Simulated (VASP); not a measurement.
Input of a VASP 6.6.1 run:

INCAR

```
  ALGO = Normal
  EDIFF = 1E-7
  EDIFFG = -0.005
  ENCUT = 600
  GGA = CA
  IBRION = 2
  ISIF = 3
  ISMEAR = -1
  LASPH = T
  LCHARG = F
  LREAL = F
  LWAVE = F
  NELM = 100
  NSW = 60
  PREC = Accurate
  PSTRESS = 310.0
  SIGMA = 0.1
```

Contents of KPOINTS:

```
k-points
0
Gamma
  12 12 12
```

File POSCAR:

```
BiSb
1.0
    0.0000000000      2.8522776991      2.8522776991
    2.8522776991      0.0000000000      2.8522776991
    2.8522776991      2.8522776991      0.0000000000
Sb Bi
1 1
Direct
    0.0000000000      0.0000000000      0.0000000000
    0.5000000000      0.5000000000      0.5000000000
```

Potentials or basis: VASP PAW LDA potentials, release 64 (Sb, Bi_d).

The run is started by

```console
$ cat potpaw_LDA.64/Sb/POTCAR potpaw_LDA.64/Bi_d/POTCAR > POTCAR
$ mpirun -np 1 vasp_std > vasp.out
```

Problem. Estimate the relaxed volume.

Solution. 23.33 Å³/atom.

Problem. What does it give for the relaxed cell?

Solution. a = 4.041 Å, b = 4.041 Å, c = 4.041 Å, α = 60.00°, β = 60.00°, γ = 60.00°.

Step by step:
```
step  energy change (eV)  largest force (eV/Å)  pressure (GPa)  volume (Å³)
   1              0.0000                0.0000           31.99        46.41
   2             -0.1820                0.0000           28.24        47.38
   3             -0.0488                0.0000           30.99        46.66
```

Caveat: the cell is relaxed towards a set pressure, so the run minimises the enthalpy, not the energy.
